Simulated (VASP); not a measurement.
# Hf3SiO8 (Immm) in VASP: a series of runs

The runs below take Hf3SiO8 through relaxation of cell and atoms, with PBE.

Everything below comes from runs of VASP 6.6.1. Logs are shortened: lines on timing, memory, paths and dates and some standing lists are left out, and cuts for length are marked.

## Step 1: The cell of the first run

Symmetry: Immm, No. 71, orthorhombic system. Conventional cell: a = 6.383 Å, b = 6.778 Å, c = 6.778 Å, α = 90.00°, β = 90.00°, γ = 90.00°. Hf (site symmetry mmm) has 6 O at 2.07 Å within 2.7 Å. Within 2.7 Å of Hf (site symmetry 2mm) lie 6 O at 2.07 Å. Within 2.7 Å of Si (site symmetry mmm) lie 6 O at 2.07 Å. Within 2.7 Å of O (site symmetry m) lie 2 Hf at 2.07 Å and 1 Si at 2.07 Å and 1 O at 2.64 Å. Within 2.7 Å of O (site symmetry m2m) lie 1 Si at 2.07 Å and 2 Hf at 2.07 Å and 1 O at 2.64 Å. O (site symmetry m2m) has 3 Hf at 2.07 Å and 1 O at 2.64 Å within 2.7 Å.

## Step 2: Relaxation of cell and atoms, PBE

File INCAR:

```
SYSTEM = Hf3SiO8
  PREC = Accurate
  ENCUT = 600
  EDIFF = 1E-6
  ISMEAR = 0
  SIGMA = 0.1
  LREAL = .FALSE.
  LASPH = .TRUE.
  NELM = 100
  ALGO = Normal
  ISIF = 3
  LWAVE = .FALSE.
  LCHARG = .FALSE.
  GGA = PE
  IBRION = 2
  NSW = 90
  EDIFFG = -0.04
```

File KPOINTS:

```
regular mesh
0
G
  4 4 4
  0 0 0
```

File POSCAR:

```
Hf3SiO8
1.0
   -3.1915300300      3.3889373900      3.3889373900
    3.1915300300     -3.3889373900      3.3889373900
    3.1915300300      3.3889373900     -3.3889373900
Hf Si O
3 1 8
Direct
    0.0000000000      0.5000000000      0.5000000000
    0.5000000000      0.2500000000      0.7500000000
    0.5000000000      0.7500000000      0.2500000000
    0.0000000000      0.0000000000      0.0000000000
    0.1949551200      0.9449551200      0.7500000000
    0.1949551200      0.4449551200      0.2500000000
    0.6949551200      0.0000000000      0.6949551200
    0.6949551200      0.5000000000      0.1949551200
    0.3050448800      0.0000000000      0.3050448800
    0.3050448800      0.5000000000      0.8050448800
    0.8050448800      0.5550448800      0.7500000000
    0.8050448800      0.0550448800      0.2500000000
```

Potentials or basis: VASP PAW PBE potentials, release 64 (Hf_pv, Si, O).

Started as:

```bash
> cat potpaw_PBE.64/Hf_pv/POTCAR potpaw_PBE.64/Si/POTCAR potpaw_PBE.64/O/POTCAR > POTCAR
> mpirun -np 1 vasp_std > vasp.out
```

OUTCAR:

```text
SYSTEM = Hf3SiO8
   PREC = Accurate
   ENCUT = 600
   EDIFF = 1E-6
   ISMEAR = 0
   LREAL = .FALSE.
   LASPH = .TRUE.
   NELM = 100
   ISIF = 3
   GGA = PE
   IBRION = 2
   NSW = 90
   EDIFFG = -0.04

 ion  position               nearest neighbor table
   1  0.000  0.500  0.500-   8 2.07  10 2.07   5 2.07   6 2.07  11 2.07  12 2.07   4 3.19   4 3.19
                             2 3.75   3 3.75   2 3.75   3 3.75   2 3.75   3 3.75   2 3.75   3 3.75
   2  0.500  0.250  0.750-   5 2.07  11 2.07   8 2.07   9 2.07  10 2.07   7 2.07   3 3.19   3 3.19
                             1 3.75   1 3.75   1 3.75   1 3.75
   3  0.500  0.750  0.250-   6 2.07  12 2.07   8 2.07   9 2.07  10 2.07   7 2.07   2 3.19   2 3.19
                             1 3.75   1 3.75   1 3.75   1 3.75
   4  0.000  0.000  0.000-   7 2.07   9 2.07   5 2.07   6 2.07  11 2.07  12 2.07   1 3.19   1 3.19

   5  0.195  0.945  0.750-   2 2.07   1 2.07   4 2.07
   6  0.195  0.445  0.250-   3 2.07   1 2.07   4 2.07
   7  0.695  0.000  0.695-   4 2.07   3 2.07   2 2.07
   8  0.695  0.500  0.195-   1 2.07   2 2.07   3 2.07
   9  0.305  0.000  0.305-   4 2.07   3 2.07   2 2.07
  10  0.305  0.500  0.805-   1 2.07   2 2.07   3 2.07
  11  0.805  0.555  0.750-   2 2.07   1 2.07   4 2.07
  12  0.805  0.055  0.250-   3 2.07   1 2.07   4 2.07

  LATTYP: Found a body centered tetragonal cell.
 ALAT       =     6.7778747800
 C/A-ratio  =     0.9417494815

  Lattice vectors:

 A1 = (  -3.1915300300,   3.3889373900,  -3.3889373900)
 A2 = (  -3.1915300300,  -3.3889373900,   3.3889373900)
 A3 = (   3.1915300300,   3.3889373900,   3.3889373900)

Analysis of symmetry for initial positions (statically):
=====================================================================
 Subroutine PRICEL returns:
 Original cell was already a primitive cell.

 Routine SETGRP: Setting up the symmetry group for a
 body centered tetragonal supercell.

 Subroutine GETGRP returns: Found  8 space group operations
 (whereof  8 operations were pure point group operations)
 out of a pool of 16 trial point group operations.

The static configuration has the point symmetry D_2h.

Analysis of symmetry for dynamics (positions and initial velocities):
=====================================================================
 Subroutine PRICEL returns:
 Original cell was already a primitive cell.

 Routine SETGRP: Setting up the symmetry group for a
 body centered tetragonal supercell.

 Subroutine GETGRP returns: Found  8 space group operations
 (whereof  8 operations were pure point group operations)
 out of a pool of 16 trial point group operations.

[... 118 lines left out ...]
   NFREE  =      1    steps in history (QN), initial steepest desc. (CG)
   ISIF   =      3    stress and relaxation
   ISYM   =      2    0-nonsym 1-usesym 2-fastsym
   POTIM  = 0.5000    time-step for ionic-motion
   TEBEG  =    0.0;   TEEND  =   0.0 temperature during run
   PSTRESS=    0.0 pullay stress
   NELECT =      82.0000    total number of electrons
   NUPDOWN=      -1.0000    fix difference up-down
   EMIN   =  10.00;   EMAX   =-10.00  energy-range for DOS
   EFERMI =   0.00;   METHOD = LEGACY
   ISMEAR =     0;   SIGMA  =   0.10  broadening in eV -4-tet -1-fermi 0-gaus
   EFERMI_NEDOS =   21; number of points for ismear=-14 and -15
   IALGO  =     38    algorithm
   IMIX   =      4    mixing-type and parameters
     AMIX     =   0.40;   BMIX     =  1.00
     AMIX_MAG =   1.60;   BMIX_MAG =  1.00
  volume/ion in A,a.u.               =      12.22        82.45
  Fermi-wavevector in a.u.,A,eV,Ry     =   1.348810  2.548881 24.752921  1.819288
  Thomas-Fermi vector in A             =   2.476448
   LORBIT       =      0    0 simple, 1 ext, 2 COOP (PROOUT), +10 PAW based schemes
   GGA     = PE    functional components
   LHFCALC =     F    Hartree Fock is set to
   AEXX    =    0.0000 exact exchange contribution
   IVDW    =     0    specifies the selected vdW correction
   LEPSILON=     F    determine dielectric tensor
   LRPA    =     F    only Hartree local field effects (RPA)
 conjugate gradient relaxation of ions
 non-spin polarized calculation
 Gauss-broadening in eV      SIGMA  =   0.10
  energy-cutoff  :      600.00
  volume of cell :      146.62
 maximum number of plane-waves:      4953
 NGX is ok and might be reduce to    48
   NGX = 23   NGY = 23   NGZ = 23

--------------------------------------- Ionic step        1  -------------------------------------------

 number of electron      81.9999997 magnetization

 Free energy of the ion-electron system (eV)
  ---------------------------------------------------
  ext. energy  EPLUGINS =         0.00000000
  ---------------------------------------------------
  free energy    TOTEN  =      -111.37257626 eV

  energy without entropy =     -111.37257626  energy(sigma->0) =     -111.37257626

------------------------ aborting loop because EDIFF is reached ----------------------------------------

  FORCE on cell =-STRESS in cart. coord.  units (eV):
  Direction    XX          YY          ZZ          XY          YZ          ZX
  --------------------------------------------------------------------------------------
  -------------------------------------------------------------------------------------
  Total       -7.9038297     -7.4438626     -0.7247013      0.0000000      0.0000000      0.0000000
  in kB      -86.3698445    -81.3435110     -7.9192415      0.0000000      0.0000000      0.0000000
  external PRESSURE =     -58.5441990 kB  Pullay stress =       0.0000000 kB
[... 119 lines left out ...]
  FREE ENERGIE OF THE ION-ELECTRON SYSTEM (eV)
  ---------------------------------------------------
  free  energy   TOTEN  =      -112.8793313939 eV

  energy  without entropy=     -112.8793313939  energy(sigma->0) =     -112.87933139

[... ionic steps 4 to 10 ...]

--------------------------------------- Ionic step       11  -------------------------------------------

 number of electron      82.0000007 magnetization

------------------------ aborting loop because EDIFF is reached ----------------------------------------
[... 87 lines left out ...]
--------------------------------------- Ionic step       13  -------------------------------------------

 number of electron      82.0000006 magnetization

 Free energy of the ion-electron system (eV)
  ---------------------------------------------------
  ext. energy  EPLUGINS =         0.00000000
  ---------------------------------------------------
  free energy    TOTEN  =      -113.31515950 eV

  energy without entropy =     -113.31515950  energy(sigma->0) =     -113.31515950

 E-fermi :   3.7920     XC(G=0): -11.1279

 val. band max:        3.3281200841   @ k =   0.0000   0.0000   0.0000
 cond. band min:       6.0363492339   @ k =   0.0000   0.0000   0.0000
 fundamental gap:      2.7082291497
 Fermi energy:         3.7919732966

 k-point     1 :       0.0000    0.0000    0.0000
  band No.  band energies     occupation
      1     -26.7086      2.00000
      2     -26.5484      2.00000
      3     -26.5208      2.00000
      4     -26.3621      2.00000
      5     -26.1936      2.00000
      6     -26.1222      2.00000
[... 964 lines left out ...]
  FREE ENERGIE OF THE ION-ELECTRON SYSTEM (eV)
  ---------------------------------------------------
  free  energy   TOTEN  =      -113.3151594994 eV

  energy  without entropy=     -113.3151594994  energy(sigma->0) =     -113.31515950

 reached required accuracy - stopping structural energy minimisation
```

CONTCAR:

```text
Hf3SiO8
   1.00000000000000
    -3.1070232342418178    3.3450378689865463    3.3102043076612366
     3.1070232342418178   -3.3450378689865463    3.3102043076612366
     3.1070232342418178    3.3450378689865463   -3.3102043076612366
  Hf              Si              O
     3     1     8
Direct
     0.0000000000000000    0.5000000000000000    0.5000000000000000
     0.5000000000000000    0.2506854853781849    0.7506854853781849
     0.5000000000000000    0.7493145146218151    0.2493145146218151
     0.0000000000000000    0.0000000000000000    0.0000000000000000
     0.1835418887976054    0.9659872648550893    0.7824453760574842
     0.1835418887976054    0.4010965127401213    0.2175546239425160
     0.7095785836470642    0.0000000000000000    0.7095785836470642
     0.6987386908943609    0.5000000000000000    0.1987386908943608
     0.2904214163529359    0.0000000000000000    0.2904214163529359
     0.3012613091056393    0.5000000000000000    0.8012613091056391
     0.8164581112023945    0.5989034872598784    0.7824453760574842
     0.8164581112023945    0.0340127351449106    0.2175546239425160

  0.00000000E+00  0.00000000E+00  0.00000000E+00
  0.00000000E+00  0.00000000E+00  0.00000000E+00
  0.00000000E+00  0.00000000E+00  0.00000000E+00
  0.00000000E+00  0.00000000E+00  0.00000000E+00
  0.00000000E+00  0.00000000E+00  0.00000000E+00
  0.00000000E+00  0.00000000E+00  0.00000000E+00
  0.00000000E+00  0.00000000E+00  0.00000000E+00
  0.00000000E+00  0.00000000E+00  0.00000000E+00
  0.00000000E+00  0.00000000E+00  0.00000000E+00
  0.00000000E+00  0.00000000E+00  0.00000000E+00
  0.00000000E+00  0.00000000E+00  0.00000000E+00
  0.00000000E+00  0.00000000E+00  0.00000000E+00
```

It took 18 min on 1 thread of Intel Xeon Platinum 8488C (Sapphire Rapids), shared host; peak memory 0.41 GiB.

Results:

* Free energy: -113.3152 eV
* Relaxed volume: 11.47 Å³/atom
* Relaxed cell: a = 5.639 Å, b = 5.639 Å, c = 5.639 Å, α = 113.13°, β = 107.23°, γ = 108.11°
* Space group after relaxing (to 0.1 Å): Immm (No. 71)
* Energy gained by relaxing: 161.9 meV/atom
* Ionic steps: 13
* Pressure after relaxing: 0.0 GPa
* Largest force after relaxing: 0.012 eV/Å
* Band gap on the k mesh: 2.71 eV

Forces on the atoms (eV/Å):
```
Hf   0.000  0.000  0.000
Hf  -0.012  0.000  0.000
Hf   0.012  0.000  0.000
Si   0.000  0.000  0.000
O   -0.010  0.000 -0.002
O    0.010  0.000 -0.002
O    0.000 -0.011  0.000
O    0.000  0.011  0.000
O    0.000  0.011  0.000
O    0.000 -0.011  0.000
O   -0.010  0.000  0.002
O    0.010  0.000  0.002
```

Step by step:
```
step  energy change (eV)  largest force (eV/Å)  pressure (GPa)  volume (Å³)
   1              0.0000                2.7986           -5.85       146.62
   2             -1.5044                2.7042            3.53       137.31
   3             -1.5068                2.5541            3.01       137.61
   4             -1.4858                2.5469           -2.35       137.86
   5             -1.8221                0.8602           -0.34       137.74
   6             -1.9010                0.5930           -0.07       137.30
   7             -1.9029                0.4935           -0.15       137.36
   8             -1.9333                0.1905            0.54       137.08
   9             -1.9365                0.1756            0.89       136.95
  10             -1.9413                0.0562           -0.74       138.04
  11             -1.9420                0.0854           -0.34       137.76
  12             -1.9422                0.0875            0.29       137.49
  13             -1.9426                0.0123            0.01       137.61
```

Final structure:
```yaml
crystal:
  lattice:
    - [-3.10702, 3.34504, 3.31020]
    - [3.10702, -3.34504, 3.31020]
    - [3.10702, 3.34504, -3.31020]
  atoms:
    - { symbol: Hf, position: [0.00000, 0.50000, 0.50000] }
    - { symbol: Hf, position: [0.50000, 0.25069, 0.75069] }
    - { symbol: Hf, position: [0.50000, 0.74931, 0.24931] }
    - { symbol: Si, position: [0.00000, 0.00000, 0.00000] }
    - { symbol: O, position: [0.18354, 0.96599, 0.78245] }
    - { symbol: O, position: [0.18354, 0.40110, 0.21755] }
    - { symbol: O, position: [0.70958, 0.00000, 0.70958] }
    - { symbol: O, position: [0.69874, 0.50000, 0.19874] }
    - { symbol: O, position: [0.29042, 0.00000, 0.29042] }
    - { symbol: O, position: [0.30126, 0.50000, 0.80126] }
    - { symbol: O, position: [0.81646, 0.59890, 0.78245] }
    - { symbol: O, position: [0.81646, 0.03401, 0.21755] }
```

Levels at points of the mesh, in eV from the valence-band top:
```
           k point  band 37  band 38  band 39  band 40  band 41  band 42  band 43  band 44  band 45  band 46
(0.00, 0.00, 0.00)    -0.95    -0.61    -0.46    -0.46     0.00     2.71     3.98     4.78     4.92     4.97
(0.50, 0.00, 0.00)    -1.45    -1.27    -0.96    -0.84    -0.63     3.16     4.00     4.44     4.67     5.97
(0.00, 0.50, 0.00)    -1.35    -1.18    -1.15    -0.78    -0.48     3.85     4.50     4.55     5.16     5.48
(0.50, 0.50, 0.00)    -1.09    -1.06    -0.88    -0.77    -0.47     3.90     4.42     4.96     5.22     5.65
(0.50, 0.50, 0.50)    -1.45    -1.25    -1.21    -0.85    -0.70     3.48     3.92     5.25     5.36     5.52
```

Caveat: spin-orbit coupling is left out, which moves the levels of the heavy elements. A k mesh can miss the band edges.

(Continued in part 2 of 2.)
